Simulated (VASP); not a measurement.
# P (Fmmm) in VASP: single point with PBEsol+D3(BJ)

Aim: the single point of P with PBEsol+D3(BJ).

Everything below comes from runs of VASP 6.6.1. Logs are shortened: lines on timing, memory, paths and dates and some standing lists are left out, and cuts for length are marked.

### Step 1. The cell of the first run

Symmetry: Fmmm, No. 69, orthorhombic system. Conventional cell: a = 3.250 Å, b = 3.283 Å, c = 9.161 Å, α = 90.00°, β = 90.00°, γ = 90.00°. P (site symmetry mm2) has 9 P at 2.21 to 2.88 Å within 2.9 Å.

### Step 2. Single point, PBEsol+D3(BJ)

Input file INCAR:

```
SYSTEM = P
PREC = Accurate
ENCUT = 520
EDIFF = 1E-6
ISMEAR = 0
SIGMA = 0.1
LREAL = .False.
LASPH = .True.
NELM = 80
ALGO = Fast
ISIF = 2
LWAVE = .False.
LCHARG = .False.
GGA = PS
IVDW = 12
NBANDS = 18
```

Input file KPOINTS:

```
Automatic mesh
0
Gamma
  14 14 12
  0 0 0
```

Input file POSCAR:

```
P
1.0
    1.6249496493     -4.5802988325      0.0000000000
    1.6249496493      4.5802988325      0.0000000000
    0.0000000000      0.0000000000      3.2828555531
P
4
Direct
    0.1207365775      0.8792634225      0.9999965315
    0.6207365775      0.3792634225      0.5000034685
    0.8792634225      0.1207365775      0.0000034685
    0.3792634225      0.6207365775      0.4999965315
```

Potentials or basis: VASP PAW PBE potentials, release 64 (P).

On the command line:

```
> cat potpaw_PBE.64/P/POTCAR > POTCAR
> mpirun -np 1 vasp_std > vasp.out
```

OUTCAR:

```text
SYSTEM = P
   PREC = Accurate
   ENCUT = 520
   EDIFF = 1E-6
   ISMEAR = 0
   LREAL = .False.
   LASPH = .True.
   NELM = 80
   ISIF = 2
   GGA = PS
   IVDW = 12
 IVDW          = 12

 ion  position               nearest neighbor table
   1  0.121  0.879  1.000-   3 2.21   2 2.31   2 2.31   2 2.31   2 2.31   3 2.87   3 2.87   4 2.88
                             4 2.88
   2  0.621  0.379  0.500-   4 2.21   1 2.31   1 2.31   1 2.31   1 2.31   4 2.87   4 2.87   3 2.88
                             3 2.88
   3  0.879  0.121  0.000-   1 2.21   4 2.31   4 2.31   4 2.31   4 2.31   1 2.87   1 2.87   2 2.88
                             2 2.88
   4  0.379  0.621  0.500-   2 2.21   3 2.31   3 2.31   3 2.31   3 2.31   2 2.87   2 2.87   1 2.88
                             1 2.88

  LATTYP: Found a base centered orthorhombic cell.
 ALAT       =     3.2498992986
 B/A-ratio  =     2.8187327739
 C/A-ratio  =     1.0101407002

  Lattice vectors:

 A1 = (   1.6249496493,  -4.5802988325,   0.0000000000)
 A2 = (   1.6249496493,   4.5802988325,   0.0000000000)
 A3 = (   0.0000000000,   0.0000000000,   3.2828555531)

Analysis of symmetry for initial positions (statically):
=====================================================================
 Subroutine PRICEL returns:
 Original cell was already a primitive cell.

 Routine SETGRP: Setting up the symmetry group for a
 base centered orthorhombic supercell.

 Subroutine GETGRP returns: Found  8 space group operations
 (whereof  4 operations were pure point group operations)
 out of a pool of  8 trial point group operations.

The static configuration has the point symmetry C_2h.
 The point group associated with its full space group is D_2h.

Analysis of symmetry for dynamics (positions and initial velocities):
=====================================================================
 Subroutine PRICEL returns:
 Original cell was already a primitive cell.

 Routine SETGRP: Setting up the symmetry group for a
 base centered orthorhombic supercell.

 Subroutine GETGRP returns: Found  8 space group operations
 (whereof  4 operations were pure point group operations)
 out of a pool of  8 trial point group operations.

The dynamic configuration has the point symmetry C_2h.
 The point group associated with its full space group is D_2h.

 Subroutine INISYM returns: Found  8 space group operations
 (whereof  4 operations are pure point group operations),
 and found     1 'primitive' translations

----------------------------------------------------------------------------------------

                                     Primitive cell

  volume of cell :      48.8670

  direct lattice vectors                    reciprocal lattice vectors
     1.624949649 -4.580298832  0.000000000     0.307701842 -0.109163183  0.000000000
     1.624949649  4.580298832  0.000000000     0.307701842  0.109163183  0.000000000
     0.000000000  0.000000000  3.282855553     0.000000000  0.000000000  0.304612854

  length of vectors
     4.859999872  4.859999872  3.282855553     0.326491997  0.326491997  0.304612854

  position of ions in fractional coordinates (direct lattice)
     0.120736577  0.879263423  0.999996532
     0.620736577  0.379263423  0.500003468
     0.879263423  0.120736577  0.000003468
     0.379263423  0.620736577  0.499996532

  ion indices of the primitive-cell ions
   primitive index   ion index
                 1           1
                 2           2
                 3           3
                 4           4

----------------------------------------------------------------------------------------

 KPOINTS: Automatic mesh

Automatic generation of k-mesh.
 Grid dimensions read from file:
 generate k-points for:   14   14   12

 Generating k-lattice:

  Cartesian coordinates                     Fractional coordinates (reciprocal lattice)
     0.021978703 -0.007797370  0.000000000     0.071428571  0.000000000  0.000000000
     0.021978703  0.007797370  0.000000000     0.000000000  0.071428571  0.000000000
     0.000000000  0.000000000  0.025384405     0.000000000  0.000000000  0.083333333

  Length of vectors
     0.023320857  0.023320857  0.025384405

  Shift w.r.t. Gamma in fractional coordinates (k-lattice)
     0.000000000  0.000000000  0.000000000

 Subroutine IBZKPT returns following result:
 ===========================================

 Found    399 irreducible k-points:

 Following reciprocal coordinates:
            Coordinates               Weight
  0.000000  0.000000  0.000000      1.000000
  0.071429  0.000000  0.000000      4.000000
  0.142857  0.000000  0.000000      4.000000
  0.214286  0.000000  0.000000      4.000000
  0.285714 -0.000000  0.000000      4.000000
  0.357143  0.000000  0.000000      4.000000
[... 16 lines left out ...]
  0.214286  0.142857  0.000000      4.000000
  0.285714  0.142857  0.000000      4.000000
 [... further k-points ...]
   k-points           NKPTS =    399   k-points in BZ     NKDIM =    399   number of bands    NBANDS=     18
   number of dos      NEDOS =    301   number of ions     NIONS =      4
   total plane-waves  NPLWV =  31104
   dimension x,y,z NGX =    36 NGY =   36 NGZ =   24
   dimension x,y,z NGXF=    72 NGYF=   72 NGZF=   48
   ions per type =               4
   NGX,Y,Z   is equivalent  to a cutoff of  12.31, 12.31, 12.15 a.u.
   NGXF,Y,Z  is equivalent  to a cutoff of  24.63, 24.63, 24.31 a.u.
 SYSTEM =  P
   PREC   = accura    normal or accurate (medium, high low for compatibility)
   ISTART =      0    job   : 0-new  1-cont  2-samecut
   ICHARG =      2    charge: 1-file 2-atom 10-const
   ISPIN  =      1    spin polarized calculation?
   LNONCOLLINEAR =      F non collinear calculations
   LSORBIT =      F    spin-orbit coupling
   LASPH  =      T    aspherical Exc in radial PAW
   ENCUT  =  520.0 eV  38.22 Ry    6.18 a.u.   9.04  9.04  6.10*2*pi/ulx,y,z
   NELM   =     80;   NELMIN=  2; NELMDL= -5     # of ELM steps
   EDIFF  = 0.1E-05   stopping-criterion for ELM
   LREAL  =      F    real-space projection
[... 7 lines left out ...]
   TEBEG  =    0.0;   TEEND  =   0.0 temperature during run
   PSTRESS=    0.0 pullay stress
   NELECT =      20.0000    total number of electrons
   NUPDOWN=      -1.0000    fix difference up-down
   EMIN   =  10.00;   EMAX   =-10.00  energy-range for DOS
   EFERMI =   0.00;   METHOD = LEGACY
   ISMEAR =     0;   SIGMA  =   0.10  broadening in eV -4-tet -1-fermi 0-gaus
   EFERMI_NEDOS =   21; number of points for ismear=-14 and -15
   IALGO  =     68    algorithm
   IMIX   =      4    mixing-type and parameters
     AMIX     =   0.40;   BMIX     =  1.00
     AMIX_MAG =   1.60;   BMIX_MAG =  1.00
  volume/ion in A,a.u.               =      12.22        82.44
  Fermi-wavevector in a.u.,A,eV,Ry     =   1.215476  2.296916 20.100996  1.477382
  Thomas-Fermi vector in A             =   2.350862
   LORBIT       =      0    0 simple, 1 ext, 2 COOP (PROOUT), +10 PAW based schemes
   GGA     = PS    functional components
   LHFCALC =     F    Hartree Fock is set to
   AEXX    =    0.0000 exact exchange contribution
   IVDW    =    12    specifies the selected vdW correction
   LEPSILON=     F    determine dielectric tensor
   LRPA    =     F    only Hartree local field effects (RPA)
 non-spin polarized calculation
 RMM-DIIS sequential band-by-band and
 Gauss-broadening in eV      SIGMA  =   0.10
  energy-cutoff  :      520.00
  volume of cell :       48.87
 maximum number of plane-waves:      1338
   NGX = 19   NGY = 19   NGZ = 13

 number of electron      20.0000000 magnetization

 Free energy of the ion-electron system (eV)
  ---------------------------------------------------
  ext. energy  EPLUGINS =         0.00000000
  ---------------------------------------------------
  free energy    TOTEN  =       -21.76807947 eV

  energy without entropy =      -21.76215904  energy(sigma->0) =      -21.76511926

 E-fermi :  12.2494     XC(G=0): -12.2007

 val. band max:       12.2491952346   @ k =  -0.3571   0.2857   0.2500
 cond. band min:      12.2502261280   @ k =  -0.3571   0.2143   0.2500
 fundamental gap:      0.0010308934
 Fermi energy:        12.2493538889

 k-point     1 :       0.0000    0.0000    0.0000
  band No.  band energies     occupation
      1      -6.1548      2.00000
      2      -0.7736      2.00000
      3       2.2054      2.00000
      4       5.5076      2.00000
      5       5.9024      2.00000
      6       7.2272      2.00000
[... 10 lines left out ...]
     17      19.7851      0.00000
     18      19.8803      0.00000

 k-point     2 :       0.0714    0.0000    0.0000
  band No.  band energies     occupation
      1      -6.0791      2.00000
      2      -0.7702      2.00000
      3       2.3476      2.00000
      4       4.9588      2.00000
      5       5.9738      2.00000
      6       6.8942      2.00000
[... 10 lines left out ...]
     17      18.4289      0.00000
     18      19.7009      0.00000

 k-point     3 :       0.1429    0.0000    0.0000
  band No.  band energies     occupation
      1      -5.8520      2.00000
      2      -0.7430      2.00000
      3       2.7565      2.00000
      4       3.8093      2.00000
      5       5.5485      2.00000
      6       6.1880      2.00000
[... 10 lines left out ...]
     17      17.4171      0.00000
     18      18.9008      0.00000

 k-point     4 :       0.2143    0.0000    0.0000
  band No.  band energies     occupation
      1      -5.4744      2.00000
      2      -0.6566      2.00000
      3       2.4690      2.00000
      4       3.3937      2.00000
      5       4.3057      2.00000
      6       6.5450      2.00000
[... 375 lines left out ...]
      4       2.6476      2.00000
      5       3.2112      2.00000
      6       6.9301      2.00000
[... 10 lines left out ...]
     17      18.3522      0.00000
     18      19.2874      0.00000

 k-point    23 :       0.2143    0.1429    0.0000
  band No.  band energies     occupation
      1      -4.4648      2.00000
      2       0.2584      2.00000
      3       0.8172      2.00000
      4       1.4554      2.00000
      5       3.8466      2.00000
      6       7.5154      2.00000
[... 10 lines left out ...]
     17      19.1584      0.00000
     18      19.6017      0.00000

 k-point    24 :       0.2857    0.1429    0.0000
  band No.  band energies     occupation
      1      -3.7079      2.00000
      2      -0.9022      2.00000
      3       0.4765      2.00000
      4       1.3628      2.00000
      5       4.7318      2.00000
      6       8.2433      2.00000
[... 10 lines left out ...]
     17      19.5775      0.00000
     18      19.6443      0.00000

 [... further k-points ...]

------------------------ aborting loop because EDIFF is reached ----------------------------------------

 Edisp (eV)   -1.86499

 E8    (eV) :    -1.1083

  FORCE on cell =-STRESS in cart. coord.  units (eV):
  Direction    XX          YY          ZZ          XY          YZ          ZX
  --------------------------------------------------------------------------------------
  -------------------------------------------------------------------------------------
  Total       6.16099     6.07961     6.14495     0.00000     0.00000     0.00000
  in kB     201.99733   199.32920   201.47150     0.00000     0.00000     0.00000
  external pressure =      200.93 kB  Pullay stress =        0.00 kB

 VOLUME and BASIS-vectors are now :
 -----------------------------------------------------------------------------
  energy-cutoff  :      520.00
  volume of cell :       48.87
      direct lattice vectors                 reciprocal lattice vectors
     1.624949649 -4.580298832  0.000000000     0.307701842 -0.109163183  0.000000000
     1.624949649  4.580298832  0.000000000     0.307701842  0.109163183  0.000000000
     0.000000000  0.000000000  3.282855553     0.000000000  0.000000000  0.304612854

 POSITION                                       TOTAL-FORCE (eV/Angst)
 -----------------------------------------------------------------------------------
      1.62495      3.47428      3.28284         0.000000      0.019982      0.000028
      1.62495     -1.10602      1.64144         0.000000      0.019982     -0.000028
      1.62495     -3.47428      0.00001         0.000000     -0.019982     -0.000028
      1.62495      1.10602      1.64142         0.000000     -0.019982      0.000028
 -----------------------------------------------------------------------------------
    total drift:                               -0.000000      0.000000     -0.000000

  FREE ENERGIE OF THE ION-ELECTRON SYSTEM (eV)
  ---------------------------------------------------
  free  energy   TOTEN  =       -23.6330671370 eV

  energy  without entropy=      -23.6271467111  energy(sigma->0) =      -23.63010692
```

Run time: 8.2 min. Hardware: 1 thread of Oxide Virtual Turin-like, shared host; peak memory 0.33 GiB.

Results:

| Item | Value |
| --- | --- |
| Free energy | -23.6331 eV |
| Pressure | 20.1 GPa |
| Largest force | 0.020 eV/Å |
| Band gap on the k mesh | zero (bands 10 and 11 overlap by 2.44 eV) |
| Dispersion energy per atom | -0.466 eV |

Forces in eV/Å, atoms in the order of the input:
```
P    0.000  0.020  0.000
P    0.000  0.020  0.000
P    0.000 -0.020  0.000
P    0.000 -0.020  0.000
```

Caveat: the cell stands under pressure; the PAW data sets were made with another functional, which shifts forces and pressure a little.
